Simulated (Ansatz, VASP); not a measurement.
# One calculation of RbBr, two programs

```
Rb Br
1.0
     0.00000    3.54458    3.46083
     3.54458    0.00000    3.46083
     3.54458    3.54458    0.00000
Rb Br
1 1
Direct
  0.00000 0.00000 0.00000
  0.50000 0.50000 0.50000
```

Change from the starting cell: biaxial_xy strain +2.4%.

Alike in both runs: task single point; functional r2SCAN; k mesh 6 × 6 × 6; no spin polarisation.

|  | VASP | Ansatz |
| --- | --- | --- |
| version | VASP 6.6.1 | Ansatz 0.2.0 |
| potentials or method | VASP PAW PBE potentials, release 64 (Rb_sv, Br) | plane waves, PAW |
| plane-wave cutoff (eV) | 520 | 500 |
| occupations | gaussian, width 0.01 eV | fixed |
| valence electrons in the cell | 16 | 16 |

|  | VASP | Ansatz | Ansatz less VASP |
| --- | --- | --- | --- |
| gap on the k mesh at the Fermi level (eV) | 4.76 | 4.76 | 0.000 |
| pressure (GPa) | -0.5 | -0.6 | -0.01 |
| traceless stress, the component that is largest in VASP (GPa) | 0.40 | 0.40 | -0.003 |

VASP's potentials were made for PBE, not for r2SCAN.
